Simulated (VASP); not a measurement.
Crystal: RuPt2.

```
CELL_PARAMETERS angstrom
3.55649 0.00000 0.00000
-1.77825 3.08001 0.00000
0.00000 0.00000 3.83950
ATOMIC_POSITIONS crystal
Ru 0.00000 0.00000 0.00000
Pt 0.33333 0.66667 0.50000
Pt 0.66667 0.33333 0.50000
```

```yaml
Program: VASP 6.6.1
Task: relaxation of cell and atoms
Functional: PBE
Potentials_or_basis: VASP PAW PBE potentials, release 64 (Ru_pv, Pt)
Cutoff: 600 eV
k_mesh: 6 × 6 × 4
Occupations: gaussian, width 0.1 eV
Spin: no spin polarisation
```

At the start: pressure 138.0 GPa; volume 14.02 Å³/atom.

**Question.** How do energy, volume and symmetry change on relaxing?

**Answer.** Over 21 steps the energy falls by 3524.7 meV/atom and the volume is 15.27 Å³/atom (+8.9 %); space group P6/mmm (No. 191, to 0.05 Å).

Step by step:
```
step  energy change (eV)  largest force (eV/Å)  pressure (GPa)  volume (Å³)
   1              0.0000                0.0000          138.04        42.06
   2              5.7419                0.0000          -22.20       151.80
   3             -5.3680                0.0000          -26.60        74.54
   4             -6.5137                0.0000          -23.00        67.25
   5             -6.7406                0.0000           15.00        53.21
   6             -7.1740                0.0000          -12.83        60.55
   7             -7.2150                0.0000           -7.40        58.52
   8             -7.2149                0.0000           -8.52        58.88
   9             -8.4493                0.0000           -7.44        53.01
  10              9.8921                0.0000          347.34        32.42
  11             -8.6952                0.0000           -6.72        51.91
  12            -10.3543                0.0000           22.22        42.67
  13            -10.3041                0.0000            9.64        44.53
  14            -10.3787                0.0000           17.51        43.27
  15             -9.9552                0.0000            9.09        45.59
  16            -10.5095                0.0000           11.63        44.03
  17            -10.5099                0.0000           11.24        44.10
  18            -10.5404                0.0000           -6.53        47.07
  19            -10.5737                0.0000            0.29        45.77
  20            -10.5737                0.0000            0.58        45.73
  21            -10.5741                0.0000            0.13        45.81
```

Final structure:
```
Ru Pt
1.0
     4.49613    0.00000    0.00000
    -2.24806    3.89376    0.00000
     0.00000    0.00000    2.61642
Ru Pt
1 2
Direct
  0.00000 0.00000 0.00000
  0.33333 0.66667 0.50000
  0.66667 0.33333 0.50000
```

Caveat: the k points lie up to 0.60 Å⁻¹ apart in the final cell.
